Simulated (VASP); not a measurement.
Input of a VASP 6.6.1 run:

POSCAR

```
HfO2
1.0
    0.0000000000      2.2697812500      2.5575000000
    2.5575000000      0.0000000000      2.5575000000
    2.5575000000      2.2697812500      0.0000000000
Hf O
1 2
Direct
    0.0000000000      0.0000000000      0.0000000000
    0.2500000000      0.2500000000      0.2500000000
    0.7500000000      0.7500000000      0.7500000000
```

Contents of INCAR.step1:

```
PREC = Accurate
ENCUT = 520
ISMEAR = 0
SIGMA = 0.05
LREAL = F
LASPH = T
NELM = 100
NBANDS = 18
GGA = PE
ALGO = Normal
EDIFF = 1E-4
LWAVE = T
LCHARG = F
```

INCAR.step2

```
PREC = Accurate
ENCUT = 520
EDIFF = 1E-6
ISMEAR = 0
SIGMA = 0.05
LREAL = F
LASPH = T
NELM = 100
ALGO = Normal
ISIF = 2
LWAVE = F
LCHARG = F
METAGGA = R2SCAN
LMIXTAU = T
NBANDS = 18
ISTART = 1
```

The input KPOINTS:

```
regular mesh
0
Gamma
  8 8 8
```

Potentials or basis: VASP PAW PBE potentials, release 64 (Hf_pv, O).

Command:

```console
$ cat potpaw_PBE.64/Hf_pv/POTCAR potpaw_PBE.64/O/POTCAR > POTCAR
$ cp INCAR.step1 INCAR
$ mpirun -np 1 vasp_std > vasp.out
$ cp INCAR.step2 INCAR
$ mpirun -np 1 vasp_std > vasp.out
```

Task: Estimate the band gap on the k mesh.

Result: 2.69 eV, indirect (least direct gap 3.18 eV).

Task: Predict the pressure.

Result: 24.0 GPa.

Stress tensor (GPa, compression positive):
```
 1.39  0.00  0.00
 0.00 69.17  0.00
 0.00  0.00  1.39
```

Caveat: the cell differs from its parent crystal (strain -0.1125 x Voigt [0, 1, 0, 0, 0, 0]); the PAW data sets were made with another functional, which shifts forces and pressure a little; spin-orbit coupling is left out, which moves the levels of the heavy elements. A k mesh can miss the band edges.
